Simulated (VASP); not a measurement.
# AlH5 (P-43m) in VASP: further runs

Runs on AlH5. Level: PBE. Tasks: single point.

All numbers are computed with VASP 6.6.1; they aren't measurements. Logs are shortened: lines on timing, memory, paths and dates and some standing lists are left out, and cuts for length are marked.

## Step 1: The cell of the first run

It takes space group P-43m (No. 215, cubic). Conventional cell: a = 3.455 Å, b = 3.455 Å, c = 3.455 Å, α = 90.00°, β = 90.00°, γ = 90.00°. Within 2.2 Å of Al (site symmetry -43m) lie 4 H at 1.69 Å. Within 1.7 Å of H (site symmetry 3m) lie 1 H at 1.30 Å and 1 Al at 1.69 Å. H (site symmetry -43m) has 4 H at 1.30 Å within 1.7 Å.

The cell was generated, and may not be a known phase.

## Step 2: Single point, PBE

File INCAR:

```
PREC     = Accurate       # precision mode
ENCUT    = 520            # plane-wave cutoff, eV
EDIFF    = 1E-6           # SCF threshold, eV
ISMEAR   = 0              # smearing method
SIGMA    = 0.1            # smearing width, eV
LREAL    = False          # projectors in reciprocal space
LASPH    = True           # aspherical terms in the spheres
NELM     = 80             # most SCF steps
ALGO     = Normal         # electronic algorithm
ISIF     = 2              # what is computed and relaxed
LWAVE    = False          # write WAVECAR
LCHARG   = True           # write CHGCAR
GGA      = PE             # functional
LELF     = True           # ELF
LVHAR    = True         
NBANDS   = 13             # bands
```

File KPOINTS:

```
regular mesh
0
Gamma
  4 4 4
```

File POSCAR:

```
AlH5
1.0
    3.4552525143      0.0000000000      0.0000000000
    0.0000000000      3.4552525143      0.0000000000
    0.0000000000      0.0000000000      3.4552525143
Al H
1 5
Direct
    0.5000000000      0.5000000000      0.5000000000
    0.2176289107      0.2176289107      0.2176289107
    0.7823710893      0.7823710893      0.2176289107
    0.7823710893      0.2176289107      0.7823710893
    0.2176289107      0.7823710893      0.7823710893
    0.0000000000      0.0000000000      0.0000000000
```

Potentials or basis: VASP PAW PBE potentials, release 64 (Al, H).

Launch:

```console
> cat potpaw_PBE.64/Al/POTCAR potpaw_PBE.64/H/POTCAR > POTCAR
> mpirun -np 1 vasp_std > vasp.out
```

OUTCAR:

```text
PREC = Accurate
   ENCUT = 520
   EDIFF = 1E-6
   ISMEAR = 0
   LREAL = False
   LASPH = True
   NELM = 80
   ISIF = 2
   GGA = PE

 ion  position               nearest neighbor table
   1  0.500  0.500  0.500-   2 1.69   3 1.69   4 1.69   5 1.69
   2  0.218  0.218  0.218-   1 1.69
   3  0.782  0.782  0.218-   1 1.69
   4  0.782  0.218  0.782-   1 1.69
   5  0.218  0.782  0.782-   1 1.69
   6  0.000  0.000  0.000-

  LATTYP: Found a simple cubic cell.
 ALAT       =     3.4552525143

  Lattice vectors:

 A1 = (   3.4552525143,   0.0000000000,   0.0000000000)
 A2 = (   0.0000000000,   3.4552525143,   0.0000000000)
 A3 = (   0.0000000000,   0.0000000000,   3.4552525143)

Analysis of symmetry for initial positions (statically):
=====================================================================
 Subroutine PRICEL returns:
 Original cell was already a primitive cell.

 Routine SETGRP: Setting up the symmetry group for a
 simple cubic supercell.

 Subroutine GETGRP returns: Found 24 space group operations
 (whereof 24 operations were pure point group operations)
 out of a pool of 48 trial point group operations.

The static configuration has the point symmetry T_d .

Analysis of symmetry for dynamics (positions and initial velocities):
=====================================================================
 Subroutine PRICEL returns:
 Original cell was already a primitive cell.

 Routine SETGRP: Setting up the symmetry group for a
 simple cubic supercell.

 Subroutine GETGRP returns: Found 24 space group operations
 (whereof 24 operations were pure point group operations)
 out of a pool of 48 trial point group operations.

The dynamic configuration has the point symmetry T_d .

 Subroutine INISYM returns: Found 24 space group operations
 (whereof 24 operations are pure point group operations),
 and found     1 'primitive' translations

----------------------------------------------------------------------------------------

                                     Primitive cell

  volume of cell :      41.2515

  direct lattice vectors                    reciprocal lattice vectors
     3.455252514  0.000000000  0.000000000     0.289414448  0.000000000  0.000000000
     0.000000000  3.455252514  0.000000000     0.000000000  0.289414448  0.000000000
     0.000000000  0.000000000  3.455252514     0.000000000  0.000000000  0.289414448

  length of vectors
     3.455252514  3.455252514  3.455252514     0.289414448  0.289414448  0.289414448

  position of ions in fractional coordinates (direct lattice)
     0.500000000  0.500000000  0.500000000
     0.217628911  0.217628911  0.217628911
     0.782371089  0.782371089  0.217628911
     0.782371089  0.217628911  0.782371089
     0.217628911  0.782371089  0.782371089
     0.000000000  0.000000000  0.000000000

  ion indices of the primitive-cell ions
   primitive index   ion index
                 1           1
                 2           2
                 3           3
                 4           4
                 5           5
                 6           6

----------------------------------------------------------------------------------------

 KPOINTS: regular mesh

Automatic generation of k-mesh.
 Grid dimensions read from file:
 generate k-points for:    4    4    4

 Generating k-lattice:

  Cartesian coordinates                     Fractional coordinates (reciprocal lattice)
     0.072353612  0.000000000  0.000000000     0.250000000  0.000000000  0.000000000
     0.000000000  0.072353612  0.000000000     0.000000000  0.250000000  0.000000000
     0.000000000  0.000000000  0.072353612     0.000000000  0.000000000  0.250000000

  Length of vectors
     0.072353612  0.072353612  0.072353612

  Shift w.r.t. Gamma in fractional coordinates (k-lattice)
     0.000000000  0.000000000  0.000000000

 Subroutine IBZKPT returns following result:
 ===========================================

 Found     10 irreducible k-points:

 Following reciprocal coordinates:
            Coordinates               Weight
  0.000000  0.000000  0.000000      1.000000
  0.250000  0.000000  0.000000      6.000000
  0.500000  0.000000  0.000000      3.000000
  0.250000  0.250000  0.000000     12.000000
  0.500000  0.250000  0.000000     12.000000
  0.500000  0.500000  0.000000      3.000000
  0.250000  0.250000  0.250000      8.000000
  0.500000  0.250000  0.250000     12.000000
  0.500000  0.500000  0.250000      6.000000
  0.500000  0.500000  0.500000      1.000000
   k-points           NKPTS =     10   k-points in BZ     NKDIM =     10   number of bands    NBANDS=     13
   number of dos      NEDOS =    301   number of ions     NIONS =      6
   total plane-waves  NPLWV =  21952
   dimension x,y,z NGX =    28 NGY =   28 NGZ =   28
   dimension x,y,z NGXF=    56 NGYF=   56 NGZF=   56
   ions per type =               1   5
   NGX,Y,Z   is equivalent  to a cutoff of  13.47, 13.47, 13.47 a.u.
   NGXF,Y,Z  is equivalent  to a cutoff of  26.94, 26.94, 26.94 a.u.
 SYSTEM =  unknown system
   PREC   = accura    normal or accurate (medium, high low for compatibility)
   ISTART =      0    job   : 0-new  1-cont  2-samecut
   ICHARG =      2    charge: 1-file 2-atom 10-const
   ISPIN  =      1    spin polarized calculation?
   LNONCOLLINEAR =      F non collinear calculations
   LSORBIT =      F    spin-orbit coupling
   LASPH  =      T    aspherical Exc in radial PAW
   ENCUT  =  520.0 eV  38.22 Ry    6.18 a.u.   6.42  6.42  6.42*2*pi/ulx,y,z
   NELM   =     80;   NELMIN=  2; NELMDL= -5     # of ELM steps
   EDIFF  = 0.1E-05   stopping-criterion for ELM
   LREAL  =      F    real-space projection
   EDIFFG = 0.1E-04   stopping-criterion for IOM
   NSW    =      0    number of steps for IOM
   IBRION =     -1    ionic relax: 0-MD 1-quasi-New 2-CG
   NFREE  =      0    steps in history (QN), initial steepest desc. (CG)
   ISIF   =      2    stress and relaxation
   ISYM   =      2    0-nonsym 1-usesym 2-fastsym
   POTIM  = 0.5000    time-step for ionic-motion
   TEBEG  =    0.0;   TEEND  =   0.0 temperature during run
   PSTRESS=    0.0 pullay stress
   NELECT =       8.0000    total number of electrons
   NUPDOWN=      -1.0000    fix difference up-down
   EMIN   =  10.00;   EMAX   =-10.00  energy-range for DOS
   EFERMI =   0.00;   METHOD = LEGACY
   ISMEAR =     0;   SIGMA  =   0.10  broadening in eV -4-tet -1-fermi 0-gaus
   EFERMI_NEDOS =   21; number of points for ismear=-14 and -15
   IALGO  =     38    algorithm
   IMIX   =      4    mixing-type and parameters
     AMIX     =   0.40;   BMIX     =  1.00
     AMIX_MAG =   1.60;   BMIX_MAG =  1.00
  volume/ion in A,a.u.               =       6.88        46.40
  Fermi-wavevector in a.u.,A,eV,Ry     =   0.947600  1.790704 12.217293  0.897946
  Thomas-Fermi vector in A             =   2.075709
   LORBIT       =      0    0 simple, 1 ext, 2 COOP (PROOUT), +10 PAW based schemes
   GGA     = PE    functional components
   LHFCALC =     F    Hartree Fock is set to
   AEXX    =    0.0000 exact exchange contribution
   IVDW    =     0    specifies the selected vdW correction
   LEPSILON=     F    determine dielectric tensor
   LRPA    =     F    only Hartree local field effects (RPA)
 non-spin polarized calculation
 Gauss-broadening in eV      SIGMA  =   0.10
  energy-cutoff  :      520.00
  volume of cell :       41.25
 maximum number of plane-waves:      1141
 NGX is ok and might be reduce to    28
   NGX = 13   NGY = 13   NGZ = 13

 number of electron       8.0000001 magnetization

 Free energy of the ion-electron system (eV)
  ---------------------------------------------------
  ext. energy  EPLUGINS =         0.00000000
  ---------------------------------------------------
  free energy    TOTEN  =       -17.99749455 eV

  energy without entropy =      -17.99223774  energy(sigma->0) =      -17.99486615

 E-fermi :   1.6860     XC(G=0):  -9.1728

 val. band max:        1.6490575317   @ k =   0.0000   0.0000   0.0000
 cond. band min:       3.5086395702   @ k =   0.2500   0.0000   0.0000
 fundamental gap:      1.8595820385
 Fermi energy:         1.6859792227

 k-point     1 :       0.0000    0.0000    0.0000
  band No.  band energies     occupation
      1      -8.5856      2.00000
      2       1.0074      2.00000
      3       1.0074      2.00000
      4       1.0074      2.00000
      5       1.6491      1.39844
      6       7.6970      0.00000
      7       7.6970      0.00000
      8      13.4456      0.00000
      9      13.4456      0.00000
     10      13.4456      0.00000
     11      16.5853      0.00000
     12      16.8999      0.00000
     13      16.8999      0.00000

 k-point     2 :       0.2500    0.0000    0.0000
  band No.  band energies     occupation
      1      -7.8976      2.00000
      2      -2.3151      2.00000
      3       1.3006      2.00000
      4       1.3006      2.00000
      5       3.5086      0.00000
      6       8.3858      0.00000
      7      10.1119      0.00000
      8      11.0727      0.00000
      9      11.0727      0.00000
     10      11.8576      0.00000
     11      15.2688      0.00000
     12      15.8392      0.00000
     13      18.1230      0.00000

 k-point     3 :       0.5000    0.0000    0.0000
  band No.  band energies     occupation
      1      -6.3998      2.00000
      2      -4.9955      2.00000
      3       1.6454      1.43359
      4       1.6454      1.43359
      5       4.3908      0.00000
      6       9.5471      0.00000
      7       9.5471      0.00000
      8       9.6529      0.00000
      9      10.0067      0.00000
     10      12.4554      0.00000
     11      13.6926      0.00000
     12      14.2540      0.00000
     13      19.9535      0.00000

 k-point     4 :       0.2500    0.2500    0.0000
  band No.  band energies     occupation
      1      -7.2296      2.00000
      2      -2.3063      2.00000
      3      -0.9058      2.00000
      4       1.1703      2.00000
      5       4.9195      0.00000
      6       8.4250      0.00000
      7       9.3915      0.00000
      8       9.6689      0.00000
      9      11.7767      0.00000
     10      13.9834      0.00000
     11      14.3218      0.00000
     12      14.7630      0.00000
     13      16.4999      0.00000

 k-point     5 :       0.5000    0.2500    0.0000
  band No.  band energies     occupation
      1      -5.8342      2.00000
      2      -4.3110      2.00000
      3      -0.2481      2.00000
      4       0.3073      2.00000
      5       5.4922      0.00000
      6       7.5861      0.00000
      7       9.4389      0.00000
      8      10.2844      0.00000
      9      11.4278      0.00000
     10      12.1290      0.00000
     11      15.0051      0.00000
     12      15.2242      0.00000
     13      16.3858      0.00000
[... 33 lines left out ...]
 k-point     8 :       0.5000    0.2500    0.2500
  band No.  band energies     occupation
      1      -5.3160      2.00000
      2      -3.6505      2.00000
      3      -0.6731      2.00000
      4       0.0778      2.00000
      5       3.5966      0.00000
      6       5.7289      0.00000
      7       8.4683      0.00000
      8       8.8660      0.00000
      9      11.6257      0.00000
     10      14.9378      0.00000
     11      16.4905      0.00000
     12      17.8166      0.00000
     13      18.0351      0.00000

 k-point     9 :       0.5000    0.5000    0.2500
  band No.  band energies     occupation
      1      -4.5182      2.00000
      2      -2.0118      2.00000
      3      -1.6239      2.00000
      4      -1.6239      2.00000
      5       3.6191      0.00000
      6       5.9858      0.00000
      7       6.2130      0.00000
      8       6.2130      0.00000
      9      13.5790      0.00000
     10      17.0258      0.00000
     11      17.4322      0.00000
     12      17.4322      0.00000
     13      21.4799      0.00000

 k-point    10 :       0.5000    0.5000    0.5000
  band No.  band energies     occupation
      1      -4.0574      2.00000
      2      -0.9870      2.00000
      3      -0.9870      2.00000
      4      -0.9870      2.00000
      5       1.3501      2.00000
      6       4.2773      0.00000
      7       4.2773      0.00000
      8       4.2773      0.00000
      9      16.3716      0.00000
     10      21.5879      0.00000
     11      21.5879      0.00000
     12      21.5879      0.00000
     13      21.9395      0.00000

------------------------ aborting loop because EDIFF is reached ----------------------------------------

  FORCE on cell =-STRESS in cart. coord.  units (eV):
  Direction    XX          YY          ZZ          XY          YZ          ZX
  --------------------------------------------------------------------------------------
  -------------------------------------------------------------------------------------
  Total       -0.0553657     -0.0553657     -0.0553657     -0.0000000     -0.0000000      0.0000000
  in kB       -2.1503646     -2.1503646     -2.1503646     -0.0000000     -0.0000000      0.0000000
  external PRESSURE =      -2.1503646 kB  Pullay stress =       0.0000000 kB

 VOLUME and BASIS-vectors are now :
 -----------------------------------------------------------------------------
  energy-cutoff  :      520.00
  volume of cell :       41.25
      direct lattice vectors                 reciprocal lattice vectors
     3.455252514  0.000000000  0.000000000     0.289414448  0.000000000  0.000000000
     0.000000000  3.455252514  0.000000000     0.000000000  0.289414448  0.000000000
     0.000000000  0.000000000  3.455252514     0.000000000  0.000000000  0.289414448

 POSITION                                       TOTAL-FORCE (eV/Angst)
 -----------------------------------------------------------------------------------
      1.72763      1.72763      1.72763         0.000000     -0.000000      0.000000
      0.75196      0.75196      0.75196         0.034909      0.034909      0.034909
      2.70329      2.70329      0.75196        -0.034909     -0.034909      0.034909
      2.70329      0.75196      2.70329        -0.034909      0.034909     -0.034909
      0.75196      2.70329      2.70329         0.034909     -0.034909     -0.034909
      0.00000      0.00000      0.00000         0.000000     -0.000000      0.000000
 -----------------------------------------------------------------------------------
    total drift:                                0.000000      0.000000      0.000000

  FREE ENERGIE OF THE ION-ELECTRON SYSTEM (eV)
  ---------------------------------------------------
  free  energy   TOTEN  =       -17.9974945477 eV

  energy  without entropy=      -17.9922377444  energy(sigma->0) =      -17.99486615
```

It took 3.8 s on 1 thread of Intel Xeon 6975P-C (Granite Rapids), shared host; peak memory 0.14 GiB.

Results:

| Property | Result |
| --- | --- |
| Free energy | -17.9975 eV |
| Pressure | -0.2 GPa |
| Largest force | 0.060 eV/Å |
| Band gap on the k mesh | zero (bands 4 and 5 overlap by 0.30 eV) |

Forces in eV/Å, atoms in the order of the input:
```
Al   0.000  0.000  0.000
H    0.035  0.035  0.035
H   -0.035 -0.035  0.035
H   -0.035  0.035 -0.035
H    0.035 -0.035 -0.035
H    0.000  0.000  0.000
```

Caveat: the k points lie up to 0.45 Å⁻¹ apart.

(Continued in part 2 of 2.)

The gap in the log of VASP goes by the Fermi energy; the results here count the filled bands.